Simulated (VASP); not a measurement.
# TaN (P6_3mc) in VASP: a series of runs

Runs on TaN. Level: PBE. Tasks: relaxation of shape and atoms at fixed volume, single point, relaxation of cell and atoms.

Program: VASP 6.6.1. These are calculated values, not measurements. Logs are shortened: lines on timing, memory, paths and dates and some standing lists are left out, and cuts for length are marked.

### Step 1. The cell of the first run

Symmetry: P6_3mc, No. 186, hexagonal system. Conventional cell: a = 3.183 Å, b = 3.183 Å, c = 6.165 Å, α = 90.00°, β = 90.00°, γ = 120.00°. Ta (site symmetry 3m) has 4 N at 2.00 to 2.13 Å within 2.6 Å. N (site symmetry 3m) has 4 Ta at 2.00 to 2.13 Å within 2.6 Å.

### Step 2. Relaxation of shape and atoms at fixed volume, PBE (13.52 Å³/atom)

The input, INCAR:

```
PREC     = Accurate       # precision mode
ENCUT    = 600            # plane-wave cutoff, eV
EDIFF    = 1E-6           # SCF threshold, eV
ISMEAR   = 0              # smearing method
SIGMA    = 0.1            # smearing width, eV
LREAL    = F              # projectors in reciprocal space
LASPH    = T              # aspherical terms in the spheres
NELM     = 100            # most SCF steps
ALGO     = Normal         # electronic algorithm
ISIF     = 4              # what is computed and relaxed
LWAVE    = F              # write WAVECAR
LCHARG   = F              # write CHGCAR
GGA      = PE             # functional
IBRION   = 2              # ionic algorithm
NSW      = 50             # ionic steps
EDIFFG   = -0.01          # ionic threshold
```

The input, KPOINTS:

```
Automatic mesh
0
Gamma
  18 18 8
```

The input, POSCAR:

```
TaN
1.0
    3.1831014467      0.0000000000      0.0000000000
   -1.5915507234      2.7566467157      0.0000000000
    0.0000000000      0.0000000000      6.1654464561
Ta N
2 2
Direct
    0.3333333333      0.6666666667      0.0305473923
    0.6666666667      0.3333333333      0.5305473923
    0.3333333333      0.6666666667      0.3544526077
    0.6666666667      0.3333333333      0.8544526077
```

Potentials or basis: VASP PAW PBE potentials, release 64 (Ta_pv, N).

On the command line:

```sh
cat potpaw_PBE.64/Ta_pv/POTCAR potpaw_PBE.64/N/POTCAR > POTCAR
mpirun -np 1 vasp_std > vasp.out
```

OUTCAR:

```text
PREC = Accurate
   ENCUT = 600
   EDIFF = 1E-6
   ISMEAR = 0
   LREAL = F
   LASPH = T
   NELM = 100
   ISIF = 4
   GGA = PE
   IBRION = 2
   NSW = 50
   EDIFFG = -0.01

 ion  position               nearest neighbor table
   1  0.333  0.667  0.031-   3 2.00   4 2.13   4 2.13   4 2.13   2 3.59   2 3.59   2 3.59   2 3.59
                             2 3.59   2 3.59
   2  0.667  0.333  0.531-   4 2.00   3 2.13   3 2.13   3 2.13   1 3.59   1 3.59   1 3.59   1 3.59
                             1 3.59   1 3.59
   3  0.333  0.667  0.354-   1 2.00   2 2.13   2 2.13   2 2.13
   4  0.667  0.333  0.854-   2 2.00   1 2.13   1 2.13   1 2.13

  LATTYP: Found a hexagonal cell.
 ALAT       =     3.1831014467
 C/A-ratio  =     1.9369305564

  Lattice vectors:

 A1 = (   3.1831014467,   0.0000000000,   0.0000000000)
 A2 = (  -1.5915507234,   2.7566467157,   0.0000000000)
 A3 = (   0.0000000000,   0.0000000000,   6.1654464561)

Analysis of symmetry for initial positions (statically):
=====================================================================
 Subroutine PRICEL returns:
 Original cell was already a primitive cell.

 Routine SETGRP: Setting up the symmetry group for a
 hexagonal supercell.

 Subroutine GETGRP returns: Found 12 space group operations
 (whereof  6 operations were pure point group operations)
 out of a pool of 24 trial point group operations.

The static configuration has the point symmetry C_3v.
 The point group associated with its full space group is C_6v.

Analysis of symmetry for dynamics (positions and initial velocities):
=====================================================================
 Subroutine PRICEL returns:
 Original cell was already a primitive cell.

 Routine SETGRP: Setting up the symmetry group for a
 hexagonal supercell.

 Subroutine GETGRP returns: Found 12 space group operations
 (whereof  6 operations were pure point group operations)
 out of a pool of 24 trial point group operations.

The dynamic configuration has the point symmetry C_3v.
 The point group associated with its full space group is C_6v.

 Subroutine INISYM returns: Found 12 space group operations
 (whereof  6 operations are pure point group operations),
 and found     1 'primitive' translations

----------------------------------------------------------------------------------------

                                     Primitive cell

  volume of cell :      54.0999

  direct lattice vectors                    reciprocal lattice vectors
     3.183101447  0.000000000  0.000000000     0.314159010  0.181379789  0.000000000
    -1.591550723  2.756646716  0.000000000     0.000000000  0.362759578  0.000000000
     0.000000000  0.000000000  6.165446456     0.000000000  0.000000000  0.162194256

  length of vectors
     3.183101447  3.183101447  6.165446456     0.362759578  0.362759578  0.162194256

  position of ions in fractional coordinates (direct lattice)
     0.333333333  0.666666667  0.030547392
     0.666666667  0.333333333  0.530547392
     0.333333333  0.666666667  0.354452608
     0.666666667  0.333333333  0.854452608

  ion indices of the primitive-cell ions
   primitive index   ion index
                 1           1
                 2           2
                 3           3
                 4           4

----------------------------------------------------------------------------------------

 KPOINTS: Automatic mesh

Automatic generation of k-mesh.
 Grid dimensions read from file:
 generate k-points for:   18   18    8

 Generating k-lattice:

  Cartesian coordinates                     Fractional coordinates (reciprocal lattice)
     0.017453278  0.010076655  0.000000000     0.055555556  0.000000000  0.000000000
     0.000000000  0.020153310  0.000000000     0.000000000  0.055555556  0.000000000
     0.000000000  0.000000000  0.020274282     0.000000000  0.000000000  0.125000000

  Length of vectors
     0.020153310  0.020153310  0.020274282

  Shift w.r.t. Gamma in fractional coordinates (k-lattice)
     0.000000000  0.000000000  0.000000000

 Subroutine IBZKPT returns following result:
 ===========================================

 Found    185 irreducible k-points:

 Following reciprocal coordinates:
            Coordinates               Weight
  0.000000  0.000000  0.000000      1.000000
  0.055556  0.000000  0.000000      6.000000
  0.111111  0.000000  0.000000      6.000000
  0.166667  0.000000  0.000000      6.000000
  0.222222 -0.000000  0.000000      6.000000
  0.277778  0.000000  0.000000      6.000000
[... 16 lines left out ...]
  0.333333  0.111111  0.000000     12.000000
  0.388889  0.111111  0.000000     12.000000
 [... further k-points ...]
   k-points           NKPTS =    185   k-points in BZ     NKDIM =    185   number of bands    NBANDS=     20
   number of dos      NEDOS =    301   number of ions     NIONS =      4
   total plane-waves  NPLWV =  39200
   dimension x,y,z NGX =    28 NGY =   28 NGZ =   50
   dimension x,y,z NGXF=    56 NGYF=   56 NGZF=  100
   ions per type =               2   2
   NGX,Y,Z   is equivalent  to a cutoff of  14.62, 14.62, 13.48 a.u.
   NGXF,Y,Z  is equivalent  to a cutoff of  29.25, 29.25, 26.96 a.u.
 SYSTEM =  unknown system
   PREC   = accura    normal or accurate (medium, high low for compatibility)
   ISTART =      0    job   : 0-new  1-cont  2-samecut
   ICHARG =      2    charge: 1-file 2-atom 10-const
   ISPIN  =      1    spin polarized calculation?
   LNONCOLLINEAR =      F non collinear calculations
   LSORBIT =      F    spin-orbit coupling
   LASPH  =      T    aspherical Exc in radial PAW
   ENCUT  =  600.0 eV  44.10 Ry    6.64 a.u.   6.36  6.36 12.31*2*pi/ulx,y,z
   NELM   =    100;   NELMIN=  2; NELMDL= -5     # of ELM steps
   EDIFF  = 0.1E-05   stopping-criterion for ELM
   LREAL  =      F    real-space projection
   EDIFFG = -.1E-01   stopping-criterion for IOM
   NSW    =     50    number of steps for IOM
   IBRION =      2    ionic relax: 0-MD 1-quasi-New 2-CG
   NFREE  =      1    steps in history (QN), initial steepest desc. (CG)
   ISIF   =      4    stress and relaxation
   ISYM   =      2    0-nonsym 1-usesym 2-fastsym
   POTIM  = 0.5000    time-step for ionic-motion
   TEBEG  =    0.0;   TEEND  =   0.0 temperature during run
   PSTRESS=    0.0 pullay stress
   NELECT =      32.0000    total number of electrons
   NUPDOWN=      -1.0000    fix difference up-down
   EMIN   =  10.00;   EMAX   =-10.00  energy-range for DOS
   EFERMI =   0.00;   METHOD = LEGACY
   ISMEAR =     0;   SIGMA  =   0.10  broadening in eV -4-tet -1-fermi 0-gaus
   EFERMI_NEDOS =   21; number of points for ismear=-14 and -15
   IALGO  =     38    algorithm
   IMIX   =      4    mixing-type and parameters
     AMIX     =   0.40;   BMIX     =  1.00
     AMIX_MAG =   1.60;   BMIX_MAG =  1.00
  volume/ion in A,a.u.               =      13.52        91.27
  Fermi-wavevector in a.u.,A,eV,Ry     =   1.374230  2.596918 25.694715  1.888508
  Thomas-Fermi vector in A             =   2.499675
   LORBIT       =      0    0 simple, 1 ext, 2 COOP (PROOUT), +10 PAW based schemes
   GGA     = PE    functional components
   LHFCALC =     F    Hartree Fock is set to
   AEXX    =    0.0000 exact exchange contribution
   IVDW    =     0    specifies the selected vdW correction
   LEPSILON=     F    determine dielectric tensor
   LRPA    =     F    only Hartree local field effects (RPA)
 conjugate gradient relaxation of ions
 non-spin polarized calculation
 Gauss-broadening in eV      SIGMA  =   0.10
  energy-cutoff  :      600.00
  volume of cell :       54.10
 maximum number of plane-waves:      1830
 NGX is ok and might be reduce to    28
   NGX = 13   NGY = 13   NGZ = 25

--------------------------------------- Ionic step        1  -------------------------------------------

 number of electron      32.0000002 magnetization

 Free energy of the ion-electron system (eV)
  ---------------------------------------------------
  ext. energy  EPLUGINS =         0.00000000
  ---------------------------------------------------
  free energy    TOTEN  =       -43.35180746 eV

  energy without entropy =      -43.34796755  energy(sigma->0) =      -43.34988750

------------------------ aborting loop because EDIFF is reached ----------------------------------------

  FORCE on cell =-STRESS in cart. coord.  units (eV):
  Direction    XX          YY          ZZ          XY          YZ          ZX
  --------------------------------------------------------------------------------------
  -------------------------------------------------------------------------------------
  Total       -2.0440233     -2.0440233     -2.7582216      0.0000000      0.0000000      0.0000000
  in kB      -60.5341282    -60.5341282    -81.6852461      0.0000000      0.0000000      0.0000000
  external PRESSURE =     -67.5845008 kB  Pullay stress =       0.0000000 kB

 VOLUME and BASIS-vectors are now :
 -----------------------------------------------------------------------------
  energy-cutoff  :      600.00
  volume of cell :       54.10
      direct lattice vectors                 reciprocal lattice vectors
     3.183101447  0.000000000  0.000000000     0.314159010  0.181379789  0.000000000
    -1.591550723  2.756646716  0.000000000     0.000000000  0.362759578  0.000000000
     0.000000000  0.000000000  6.165446456     0.000000000  0.000000000  0.162194256
[... 115 lines left out ...]
 POSITION                                       TOTAL-FORCE (eV/Angst)
 -----------------------------------------------------------------------------------
     -0.00000      1.84252      0.18457         0.000000     -0.000000     -0.015965
      1.59567      0.92126      3.25141        -0.000000     -0.000000     -0.015965
     -0.00000      1.84252      2.17690         0.000000      0.000000      0.015965
      1.59567      0.92126      5.24374        -0.000000      0.000000      0.015965
 -----------------------------------------------------------------------------------
    total drift:                               -0.000000     -0.000000     -0.002094

  FREE ENERGIE OF THE ION-ELECTRON SYSTEM (eV)
  ---------------------------------------------------
  free  energy   TOTEN  =       -43.3536558574 eV

  energy  without entropy=      -43.3497369777  energy(sigma->0) =      -43.35169642

--------------------------------------- Ionic step        5  -------------------------------------------

 number of electron      32.0000004 magnetization

 Free energy of the ion-electron system (eV)
  ---------------------------------------------------
  ext. energy  EPLUGINS =         0.00000000
  ---------------------------------------------------
  free energy    TOTEN  =       -43.35368486 eV

  energy without entropy =      -43.34971595  energy(sigma->0) =      -43.35170041

 E-fermi :   6.1816     XC(G=0): -11.9485

 val. band max:        6.1703242297   @ k =   0.0556   0.0000   0.0000
 cond. band min:       6.1958184240   @ k =   0.3889   0.2222   0.0000
 fundamental gap:      0.0254941943
 Fermi energy:         6.1816385840

 k-point     1 :       0.0000    0.0000    0.0000
  band No.  band energies     occupation
      1     -29.4697      2.00000
      2     -29.1751      2.00000
      3     -28.9666      2.00000
      4     -28.9666      2.00000
      5     -28.9412      2.00000
      6     -28.9412      2.00000
[... 12 lines left out ...]
     19       8.2463      0.00000
     20       8.2463      0.00000
[... 507 lines left out ...]
 k-point    24 :       0.3889    0.1111    0.0000
  band No.  band energies     occupation
      1     -29.4080      2.00000
      2     -29.3766      2.00000
      3     -29.2847      2.00000
      4     -29.1964      2.00000
      5     -29.1090      2.00000
      6     -29.0701      2.00000
[... 12 lines left out ...]
     19       8.6970      0.00000
     20       9.2578      0.00000

 [... further k-points ...]

------------------------ aborting loop because EDIFF is reached ----------------------------------------

  FORCE on cell =-STRESS in cart. coord.  units (eV):
  Direction    XX          YY          ZZ          XY          YZ          ZX
  --------------------------------------------------------------------------------------
  -------------------------------------------------------------------------------------
  Total       -2.1343610     -2.1343610     -2.1333170      0.0000000      0.0000000      0.0000000
  in kB      -63.2094987    -63.2094987    -63.1785805      0.0000000      0.0000000      0.0000000
  external PRESSURE =     -63.1991926 kB  Pullay stress =       0.0000000 kB

 VOLUME and BASIS-vectors are now :
 -----------------------------------------------------------------------------
  energy-cutoff  :      600.00
  volume of cell :       54.10
      direct lattice vectors                 reciprocal lattice vectors
     3.192341565  0.000000000  0.000000000     0.313249688  0.180854792 -0.000000000
    -1.596170783  2.764648893  0.000000000    -0.000000000  0.361709584 -0.000000000
     0.000000000  0.000000000  6.129806780     0.000000000 -0.000000000  0.163137279

 POSITION                                       TOTAL-FORCE (eV/Angst)
 -----------------------------------------------------------------------------------
     -0.00000      1.84310      0.18342        -0.000000      0.000000      0.003393
      1.59617      0.92155      3.24833         0.000000      0.000000      0.003393
     -0.00000      1.84310      2.17655         0.000000     -0.000000     -0.003393
      1.59617      0.92155      5.24146         0.000000     -0.000000     -0.003393
 -----------------------------------------------------------------------------------
    total drift:                               -0.000000     -0.000000      0.000219

  FREE ENERGIE OF THE ION-ELECTRON SYSTEM (eV)
  ---------------------------------------------------
  free  energy   TOTEN  =       -43.3536848577 eV

  energy  without entropy=      -43.3497159524  energy(sigma->0) =      -43.35170041

 reached required accuracy - stopping structural energy minimisation
```

It took 4.5 min on 1 thread of Intel Xeon 6975P-C (Granite Rapids), shared host; peak memory 0.36 GiB.

Results:

```yaml
Free_energy: -43.3537 eV
Energy_gained_by_relaxing: 0.5 meV/atom
Ionic_steps: 5
Pressure_after_relaxing: -6.3 GPa
Largest_force_after_relaxing: 0.003 eV/Å
Band_gap_on_the_k_mesh: zero (bands 16 and 17 overlap by 0.45 eV)
```

Forces on the atoms (eV/Å):
```
Ta   0.000  0.000  0.003
Ta   0.000  0.000  0.003
N    0.000  0.000 -0.003
N    0.000  0.000 -0.003
```

The path:
| step | energy change (eV) | largest force (eV/Å) | pressure (GPa) | volume (Å³) |
| --- | --- | --- | --- | --- |
| 1 | 0.0000 | 0.0196 | -6.76 | 54.10 |
| 2 | -0.0003 | 0.1683 | -6.22 | 54.10 |
| 3 | -0.0011 | 0.0819 | -6.48 | 54.10 |
| 4 | -0.0018 | 0.0160 | -6.35 | 54.10 |
| 5 | -0.0019 | 0.0034 | -6.32 | 54.10 |

Final structure:
```yaml
crystal:
  lattice:
    - [3.19234, 0.00000, 0.00000]
    - [-1.59617, 2.76465, 0.00000]
    - [0.00000, 0.00000, 6.12981]
  atoms:
    - { symbol: Ta, position: [0.33333, 0.66667, 0.02992] }
    - { symbol: Ta, position: [0.66667, 0.33333, 0.52992] }
    - { symbol: N, position: [0.33333, 0.66667, 0.35508] }
    - { symbol: N, position: [0.66667, 0.33333, 0.85508] }
```

Caveat: spin-orbit coupling is left out, which moves the levels of the heavy elements.

### Step 3. Relaxation of shape and atoms at fixed volume, PBE (13.92 Å³/atom)

This run uses another cell than the first one, of 13.92 Å³/atom.

The input, INCAR:

```
SYSTEM = TaN
PREC = Accurate ; ENCUT = 600
EDIFF = 1E-7 ; ISMEAR = 0
SIGMA = 0.1 ; LREAL = .FALSE.
LASPH = .TRUE. ; NELM = 80
ALGO = Normal ; ISIF = 4
LWAVE = .FALSE. ; LCHARG = .FALSE.
GGA = PE ; IBRION = 2
NSW = 50 ; EDIFFG = -0.01
```

The input, KPOINTS:

```
regular mesh
0
G
  18 18 8
  0 0 0
```

The input, POSCAR:

```
TaN
1.0
    3.2239360526      0.0000000000      0.0000000000
   -1.6119680263      2.7920105217      0.0000000000
    0.0000000000      0.0000000000      6.1853074705
Ta N
2 2
Direct
    0.3333333333      0.6666666667      0.0299665238
    0.6666666667      0.3333333333      0.5299665238
    0.3333333333      0.6666666667      0.3550334762
    0.6666666667      0.3333333333      0.8550334762
```

Potentials or basis: VASP PAW PBE potentials, release 64 (Ta_pv, N).

On the command line:

```sh
cat potpaw_PBE.64/Ta_pv/POTCAR potpaw_PBE.64/N/POTCAR > POTCAR
mpirun -np 1 vasp_std > vasp.out
```

It took 5.1 min on 1 thread of Intel Xeon 6975P-C (Granite Rapids), shared host; peak memory 0.37 GiB.

The run converged. Its results:

- Free energy: -43.2641 eV
- Energy gained by relaxing: 0.4 meV/atom
- Ionic steps: 5
- Pressure after relaxing: -12.1 GPa
- Band gap on the k mesh: zero (bands 16 and 17 overlap by 0.47 eV)

Step by step:
```csv
step,energy change (eV),largest force (eV/Å),pressure (GPa),volume (Å³)
1,0.0000,0.0252,-12.48,55.68
2,-0.0004,0.1460,-11.97,55.68
3,-0.0011,0.0685,-12.20,55.68
4,-0.0016,0.0191,-12.13,55.68
5,-0.0017,0.0014,-12.09,55.68
```

Final structure:
```cif
data_structure
_symmetry_space_group_name_H-M 'P 1'
_symmetry_Int_Tables_number 1
_cell_length_a 3.2327
_cell_length_b 3.2327
_cell_length_c 6.1519
_cell_angle_alpha 90.000
_cell_angle_beta 90.000
_cell_angle_gamma 120.000
_cell_volume 55.68
loop_
_atom_site_label
_atom_site_type_symbol
_atom_site_fract_x
_atom_site_fract_y
_atom_site_fract_z
_atom_site_occupancy
Ta1 Ta 0.33333 0.66667 0.02945 1
Ta2 Ta 0.66667 0.33333 0.52945 1
N1 N 0.33333 0.66667 0.35555 1
N2 N 0.66667 0.33333 0.85555 1
```

Levels at points of the mesh, in eV from the Fermi level:
```tsv
k point	band 13	band 14	band 15	band 16	band 17	band 18	band 19	band 20
(0.00, 0.00, 0.00)	-4.36	-4.36	-0.91	-0.60	0.09	0.09	1.97	1.97
(0.50, 0.00, 0.00)	-4.68	-3.60	-2.07	-0.54	1.10	1.96	2.42	2.96
(0.00, 0.00, 0.50)	-4.81	-4.81	0.23	0.23	0.88	0.88	0.88	0.88
(0.50, 0.00, 0.50)	-4.60	-4.60	-0.82	-0.82	1.37	1.37	2.89	2.89
```

Caveat: spin-orbit coupling is left out, which moves the levels of the heavy elements.

[end of part 1 of 2]

The gap in the log of VASP goes by the Fermi energy; the results here count the filled bands.